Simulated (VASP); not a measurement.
**TaWC2: single point with PBE**

TaWC2:

```
W Ta C
1.0
     1.58227    0.91352    5.13541
    -1.58227    0.91352    5.13541
     0.00000   -1.82704    5.13541
W Ta C
1 1 2
Cartesian
  0.0000 0.0000 0.0000
  0.0000 0.0000 7.7031
  0.0000 0.0000 3.8659
  0.0000 0.0000 11.5403
```

```
Program                : VASP 6.6.1
Task                   : single point
Functional             : PBE
Potentials or basis    : VASP PAW PBE potentials, release 64 (W_sv, Ta_pv, C)
Cutoff                 : 520 eV
k mesh                 : 10 × 10 × 10
Occupations            : fermi-dirac, width 0.05 eV
Spin                   : no spin polarisation
Dipole correction      : no
Further INCAR settings : ALGO = Normal; EDIFF = 1e-06; NBANDS = 24
```

```json
{
  "Pressure": "-8.2 GPa",
  "Largest force": "0.059 eV/Å",
  "Band gap on the k mesh": "zero (an odd number of electrons rules out a gap without spin polarisation)"
}
```

Forces in eV/Å, atoms in the order of the input:
```
W    0.000  0.000  0.000
Ta   0.000  0.000  0.000
C    0.000  0.000  0.059
C    0.000  0.000 -0.059
```

Stress tensor (GPa, compression positive):
```
-8.25  0.00  0.00
 0.00 -8.25  0.00
 0.00  0.00 -8.13
```

Levels at points of the mesh, in eV from the Fermi level:
```csv
k point,band 15,band 16,band 17,band 18,band 19,band 20
"(0.00, 0.00, 0.00)",-1.98,-0.78,-0.78,-0.73,-0.22,-0.22
"(0.50, 0.00, 0.00)",-4.36,-1.26,-0.70,1.40,2.06,3.01
"(0.50, 0.50, 0.00)",-2.17,-2.10,1.17,1.58,1.73,2.45
"(0.50, 0.50, 0.50)",-4.25,-0.93,-0.93,0.20,0.20,0.22
```

It took 13 min on 1 thread of Intel Xeon 8259CL, on a shared host, peak memory 0.32 GiB.

Caveat: the cell stands under tension; spin-orbit coupling is left out, which moves the levels of the heavy elements; an odd number of electrons without spin polarisation forces a metal; a magnetic or distorted state may lie lower.
